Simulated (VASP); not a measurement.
# ZnAu (Pm-3m) in VASP: a series of runs

The runs below take ZnAu through single point, relaxation of cell and atoms, with r2SCAN.

All numbers are computed with VASP 6.6.1; they aren't measurements. Logs are shortened: lines on timing, memory, paths and dates and some standing lists are left out, and cuts for length are marked.

## 1. The cell of the first run

Symmetry: Pm-3m, No. 221, cubic system. The conventional cell has a = 3.148 Å, b = 3.148 Å, c = 3.148 Å, α = 90.00°, β = 90.00°, γ = 90.00°. Within 3.6 Å of Zn (site symmetry m-3m) lie 8 Au at 2.73 Å and 6 Zn at 3.15 Å. Au (site symmetry m-3m) has 8 Zn at 2.73 Å and 6 Au at 3.15 Å within 3.6 Å.

## 2. Single point, r2SCAN

POSCAR reads:

```
ZnAu
1.0
    3.1484943720      0.0000000000      0.0000000000
    0.0000000000      3.1484943720      0.0000000000
    0.0000000000      0.0000000000      3.1484943720
Zn Au
1 1
Direct
    0.5000000000      0.5000000000      0.5000000000
    0.0000000000      0.0000000000      0.0000000000
```

INCAR.step1 reads:

```
SYSTEM = ZnAu
PREC = Accurate
ENCUT = 520
ISMEAR = 0
SIGMA = 0.1
LREAL = .False.
LASPH = .True.
NELM = 100
NBANDS = 18
GGA = PE
ALGO = Normal
EDIFF = 1E-4
LWAVE = .True.
LCHARG = .False.
```

INCAR.step2 reads:

```
SYSTEM = ZnAu
PREC = Accurate
ENCUT = 520
EDIFF = 1E-6
ISMEAR = 0
SIGMA = 0.1
LREAL = .False.
LASPH = .True.
NELM = 100
ALGO = Normal
ISIF = 2
LWAVE = .False.
LCHARG = .True.
METAGGA = R2SCAN
LMIXTAU = .True.
LELF = .True.
LVHAR = .True.
NBANDS = 18
ISTART = 1
```

KPOINTS reads:

```
regular mesh
0
Gamma
  14 14 14
  0 0 0
```

Potentials or basis: VASP PAW PBE potentials, release 64 (Zn, Au).

Launch:

```console
cat potpaw_PBE.64/Zn/POTCAR potpaw_PBE.64/Au/POTCAR > POTCAR
cp INCAR.step1 INCAR
mpirun -np 1 vasp_std > vasp.out
cp INCAR.step2 INCAR
mpirun -np 1 vasp_std > vasp.out
```

OUTCAR:

```text
SYSTEM = ZnAu
   PREC = Accurate
   ENCUT = 520
   EDIFF = 1E-6
   ISMEAR = 0
   LREAL = .False.
   LASPH = .True.
   NELM = 100
   ISIF = 2
   METAGGA = R2SCAN
   ISTART = 1

 ion  position               nearest neighbor table
   1  0.500  0.500  0.500-   2 2.73   2 2.73   2 2.73   2 2.73   2 2.73   2 2.73   2 2.73   2 2.73

   2  0.000  0.000  0.000-   1 2.73   1 2.73   1 2.73   1 2.73   1 2.73   1 2.73   1 2.73   1 2.73

  LATTYP: Found a simple cubic cell.
 ALAT       =     3.1484943720

  Lattice vectors:

 A1 = (   3.1484943720,   0.0000000000,   0.0000000000)
 A2 = (   0.0000000000,   3.1484943720,   0.0000000000)
 A3 = (   0.0000000000,   0.0000000000,   3.1484943720)

Analysis of symmetry for initial positions (statically):
=====================================================================
 Subroutine PRICEL returns:
 Original cell was already a primitive cell.

 Routine SETGRP: Setting up the symmetry group for a
 simple cubic supercell.

 Subroutine GETGRP returns: Found 48 space group operations
 (whereof 48 operations were pure point group operations)
 out of a pool of 48 trial point group operations.

The static configuration has the point symmetry O_h .

Analysis of symmetry for dynamics (positions and initial velocities):
=====================================================================
 Subroutine PRICEL returns:
 Original cell was already a primitive cell.

 Routine SETGRP: Setting up the symmetry group for a
 simple cubic supercell.

 Subroutine GETGRP returns: Found 48 space group operations
 (whereof 48 operations were pure point group operations)
 out of a pool of 48 trial point group operations.

The dynamic configuration has the point symmetry O_h .

 Subroutine INISYM returns: Found 48 space group operations
 (whereof 48 operations are pure point group operations),
 and found     1 'primitive' translations

----------------------------------------------------------------------------------------

                                     Primitive cell

  volume of cell :      31.2111

  direct lattice vectors                    reciprocal lattice vectors
     3.148494372  0.000000000  0.000000000     0.317612129  0.000000000  0.000000000
     0.000000000  3.148494372  0.000000000     0.000000000  0.317612129  0.000000000
     0.000000000  0.000000000  3.148494372     0.000000000  0.000000000  0.317612129

  length of vectors
     3.148494372  3.148494372  3.148494372     0.317612129  0.317612129  0.317612129

  position of ions in fractional coordinates (direct lattice)
     0.500000000  0.500000000  0.500000000
     0.000000000  0.000000000  0.000000000

  ion indices of the primitive-cell ions
   primitive index   ion index
                 1           1
                 2           2

----------------------------------------------------------------------------------------

 KPOINTS: regular mesh

Automatic generation of k-mesh.
 Grid dimensions read from file:
 generate k-points for:   14   14   14

 Generating k-lattice:

  Cartesian coordinates                     Fractional coordinates (reciprocal lattice)
     0.022686581  0.000000000  0.000000000     0.071428571  0.000000000  0.000000000
     0.000000000  0.022686581  0.000000000     0.000000000  0.071428571  0.000000000
     0.000000000  0.000000000  0.022686581     0.000000000  0.000000000  0.071428571

  Length of vectors
     0.022686581  0.022686581  0.022686581

  Shift w.r.t. Gamma in fractional coordinates (k-lattice)
     0.000000000  0.000000000  0.000000000

 Subroutine IBZKPT returns following result:
 ===========================================

 Found    120 irreducible k-points:

 Following reciprocal coordinates:
            Coordinates               Weight
  0.000000  0.000000  0.000000      1.000000
  0.071429  0.000000  0.000000      6.000000
  0.142857  0.000000  0.000000      6.000000
  0.214286  0.000000  0.000000      6.000000
  0.285714  0.000000  0.000000      6.000000
  0.357143  0.000000  0.000000      6.000000
[... 16 lines left out ...]
  0.285714  0.214286  0.000000     24.000000
  0.357143  0.214286  0.000000     24.000000
 [... further k-points ...]
   k-points           NKPTS =    120   k-points in BZ     NKDIM =    120   number of bands    NBANDS=     18
   number of dos      NEDOS =    301   number of ions     NIONS =      2
   total plane-waves  NPLWV =  13824
   dimension x,y,z NGX =    24 NGY =   24 NGZ =   24
   dimension x,y,z NGXF=    48 NGYF=   48 NGZF=   48
   ions per type =               1   1
   NGX,Y,Z   is equivalent  to a cutoff of  12.67, 12.67, 12.67 a.u.
   NGXF,Y,Z  is equivalent  to a cutoff of  25.34, 25.34, 25.34 a.u.
 SYSTEM =  ZnAu
   PREC   = accura    normal or accurate (medium, high low for compatibility)
   ISTART =      1    job   : 0-new  1-cont  2-samecut
   ICHARG =      0    charge: 1-file 2-atom 10-const
   ISPIN  =      1    spin polarized calculation?
   LNONCOLLINEAR =      F non collinear calculations
   LSORBIT =      F    spin-orbit coupling
   LASPH  =      T    aspherical Exc in radial PAW
   ENCUT  =  520.0 eV  38.22 Ry    6.18 a.u.   5.85  5.85  5.85*2*pi/ulx,y,z
   NELM   =    100;   NELMIN=  2; NELMDL=  0     # of ELM steps
   EDIFF  = 0.1E-05   stopping-criterion for ELM
   LREAL  =      F    real-space projection
   EDIFFG = 0.1E-04   stopping-criterion for IOM
   NSW    =      0    number of steps for IOM
   IBRION =     -1    ionic relax: 0-MD 1-quasi-New 2-CG
   NFREE  =      0    steps in history (QN), initial steepest desc. (CG)
   ISIF   =      2    stress and relaxation
   ISYM   =      2    0-nonsym 1-usesym 2-fastsym
   POTIM  = 0.5000    time-step for ionic-motion
   TEBEG  =    0.0;   TEEND  =   0.0 temperature during run
   PSTRESS=    0.0 pullay stress
   NELECT =      23.0000    total number of electrons
   NUPDOWN=      -1.0000    fix difference up-down
   EMIN   =  10.00;   EMAX   =-10.00  energy-range for DOS
   EFERMI =   0.00;   METHOD = LEGACY
   ISMEAR =     0;   SIGMA  =   0.10  broadening in eV -4-tet -1-fermi 0-gaus
   EFERMI_NEDOS =   21; number of points for ismear=-14 and -15
   IALGO  =     38    algorithm
   IMIX   =      4    mixing-type and parameters
     AMIX     =   0.40;   BMIX     =  1.00
     AMIX_MAG =   1.60;   BMIX_MAG =  1.00
  volume/ion in A,a.u.               =      15.61       105.31
  Fermi-wavevector in a.u.,A,eV,Ry     =   1.478704  2.794345 29.750022  2.186565
  Thomas-Fermi vector in A             =   2.592952
   LORBIT       =      0    0 simple, 1 ext, 2 COOP (PROOUT), +10 PAW based schemes
   METAGGA = R2SCAN    functional components
   LHFCALC =     F    Hartree Fock is set to
   AEXX    =    0.0000 exact exchange contribution
   IVDW    =     0    specifies the selected vdW correction
   LEPSILON=     F    determine dielectric tensor
   LRPA    =     F    only Hartree local field effects (RPA)
 non-spin polarized calculation
 Gauss-broadening in eV      SIGMA  =   0.10
  energy-cutoff  :      520.00
  volume of cell :       31.21
 maximum number of plane-waves:       861
 NGX is ok and might be reduce to    24
   NGX = 11   NGY = 11   NGZ = 11

 number of electron      23.0000002 magnetization

 Free energy of the ion-electron system (eV)
  ---------------------------------------------------
  ext. energy  EPLUGINS =         0.00000000
  ---------------------------------------------------
  free energy    TOTEN  =       -59.93303576 eV

  energy without entropy =      -59.92923099  energy(sigma->0) =      -59.93113337

 E-fermi :   6.9651     XC(G=0): -13.4172

 val. band max:        6.9500834255   @ k =   0.2857   0.0714   0.0000
 cond. band min:       6.9885198581   @ k =   0.5000   0.4286   0.2857
 fundamental gap:      0.0384364326
 Fermi energy:         6.9650767266

 k-point     1 :       0.0000    0.0000    0.0000
  band No.  band energies     occupation
      1      -4.0435      2.00000
      2      -1.5338      2.00000
      3      -1.5338      2.00000
      4      -0.8273      2.00000
      5      -0.8273      2.00000
      6      -0.8273      2.00000
[... 10 lines left out ...]
     17      19.4844      0.00000
     18      26.1334      0.00000

 k-point     2 :       0.0714    0.0000    0.0000
  band No.  band energies     occupation
      1      -3.9488      2.00000
      2      -1.5133      2.00000
      3      -1.5060      2.00000
      4      -0.8284      2.00000
      5      -0.8284      2.00000
      6      -0.8196      2.00000
[... 10 lines left out ...]
     17      19.9374      0.00000
     18      26.1011      0.00000

 k-point     3 :       0.1429    0.0000    0.0000
  band No.  band energies     occupation
      1      -3.6692      2.00000
      2      -1.4545      2.00000
      3      -1.4286      2.00000
      4      -0.8310      2.00000
      5      -0.8310      2.00000
      6      -0.7979      2.00000
[... 10 lines left out ...]
     17      21.3624      0.00000
     18      25.7707      0.00000

 k-point     4 :       0.2143    0.0000    0.0000
  band No.  band energies     occupation
      1      -3.2187      2.00000
      2      -1.3651      2.00000
      3      -1.3182      2.00000
      4      -0.8336      2.00000
      5      -0.8336      2.00000
      6      -0.7660      2.00000
[... 375 lines left out ...]
      4      -0.9509      2.00000
      5      -0.7847      2.00000
      6      -0.7345      2.00000
[... 10 lines left out ...]
     17      23.2545      0.00000
     18      23.5740      0.00000

 k-point    23 :       0.2857    0.2143    0.0000
  band No.  band energies     occupation
      1      -2.0829      2.00000
      2      -1.2480      2.00000
      3      -1.0036      2.00000
      4      -0.9791      2.00000
      5      -0.7625      2.00000
      6      -0.6702      2.00000
[... 10 lines left out ...]
     17      22.8980      0.00000
     18      23.2587      0.00000

 k-point    24 :       0.3571    0.2143    0.0000
  band No.  band energies     occupation
      1      -1.7154      2.00000
      2      -1.2378      2.00000
      3      -0.9877      2.00000
      4      -0.9120      2.00000
      5      -0.8090      2.00000
      6      -0.4013      2.00000
[... 10 lines left out ...]
     17      21.9000      0.00000
     18      22.3674      0.00000

 [... further k-points ...]
[... 5 lines left out ...]
  --------------------------------------------------------------------------------------
  -------------------------------------------------------------------------------------
  Total        0.0644316      0.0644316      0.0644316     -0.0000000     -0.0000000      0.0000000
  in kB        3.3075049      3.3075049      3.3075049     -0.0000000     -0.0000000      0.0000000
  external PRESSURE =       3.3075049 kB  Pullay stress =       0.0000000 kB

 VOLUME and BASIS-vectors are now :
 -----------------------------------------------------------------------------
  energy-cutoff  :      520.00
  volume of cell :       31.21
      direct lattice vectors                 reciprocal lattice vectors
     3.148494372  0.000000000  0.000000000     0.317612129  0.000000000  0.000000000
     0.000000000  3.148494372  0.000000000     0.000000000  0.317612129  0.000000000
     0.000000000  0.000000000  3.148494372     0.000000000  0.000000000  0.317612129

 POSITION                                       TOTAL-FORCE (eV/Angst)
 -----------------------------------------------------------------------------------
      1.57425      1.57425      1.57425         0.000000      0.000000      0.000000
      0.00000      0.00000      0.00000         0.000000      0.000000      0.000000
 -----------------------------------------------------------------------------------
    total drift:                                0.000000      0.000000     -0.000000

  FREE ENERGIE OF THE ION-ELECTRON SYSTEM (eV)
  ---------------------------------------------------
  free  energy   TOTEN  =       -59.9330357599 eV

  energy  without entropy=      -59.9292309876  energy(sigma->0) =      -59.93113337
```

Run time: 3 min. Hardware: 1 thread of AMD EPYC 7R43 (Zen 3), shared host; peak memory 0.16 GiB.

Results:

```yaml
Free_energy: -59.9330 eV
Pressure: 0.3 GPa
```

Levels at points of the mesh, in eV from the Fermi level:
| k point | band 10 | band 11 | band 12 | band 13 | band 14 | band 15 |
| --- | --- | --- | --- | --- | --- | --- |
| (0.00, 0.00, 0.00) | -4.00 | -4.00 | 5.28 | 5.28 | 5.28 | 9.44 |
| (0.50, 0.00, 0.00) | -5.20 | -4.15 | -2.56 | 10.80 | 11.53 | 11.53 |
| (0.50, 0.50, 0.00) | -3.40 | -2.03 | -2.03 | 0.81 | 2.74 | 11.05 |
| (0.50, 0.50, 0.50) | -3.35 | 1.78 | 3.75 | 3.86 | 3.86 | 3.86 |

Caveat: the PAW data sets were made with another functional, which shifts forces and pressure a little; spin-orbit coupling is left out, which moves the levels of the heavy elements.

(Part 1 of 2 ends here.)
